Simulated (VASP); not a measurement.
Write the native input for VASP 6.6.1 that does the following.

- Task: single point
- Functional: PBE
- Dispersion: D3(BJ)
- Potentials or basis: VASP PAW PBE potentials, release 64 (Al)
- Cutoff: 520 eV
- k mesh: 18 × 18 × 3
- Occupations: gaussian, width 0.15 eV
- Spin: no spin polarisation
- Dipole correction: no
- Further INCAR settings: ALGO = Fast; EDIFF = 1e-06; NBANDS = 18

The structure of Al lies in POSCAR:

```
Al
1.0
   -2.8035700760      0.0000000000      0.0000000000
   -1.4017850380     -2.4279629071      0.0000000000
   -0.4672616793     -0.8093209690     14.0252688885
Al
6
Direct
    0.6666666667      0.6388833333      0.0833500000
    0.6666666667      0.5277722222      0.4166833333
    0.6666666667      0.4166611111      0.7500166667
    0.3333333333      0.0277722222      0.9166833333
    0.3333333333      0.2499944444      0.2500166667
    0.3333333333      0.1388833333      0.5833500000
```

One way to write it, as run:

INCAR

```
SYSTEM = Al
  ALGO = Fast
  EDIFF = 1E-6
  ENCUT = 520
  GGA = PE
  ISIF = 2
  ISMEAR = 0
  IVDW = 12
  LASPH = .TRUE.
  LCHARG = .FALSE.
  LREAL = .FALSE.
  LWAVE = .FALSE.
  NBANDS = 18
  NELM = 80
  PREC = Accurate
  SIGMA = 0.15
```

KPOINTS

```
k-points
0
G
  18 18 3
  0 0 0
```

Potentials or basis: VASP PAW PBE potentials, release 64 (Al).

Launch:

```bash
$ cat potpaw_PBE.64/Al/POTCAR > POTCAR
$ mpirun -np 1 vasp_std > vasp.out
```

It gave:

```yaml
Pressure: 0.9 GPa
Largest_force: 0.769 eV/Å
Band_gap_on_the_k_mesh: zero (band 9 reaches 11.77 eV, above the bottom of band 10 at 6.13 eV)
Dispersion_energy_per_atom: -0.349 eV
```

Caveat: pairwise dispersion overbinds metals, which lowers pressure and volume.

It took 4.7 min on 1 thread of Intel(R) Xeon(R) 6975P-C (Granite Rapids), on a shared host, peak memory 0.68 GiB.
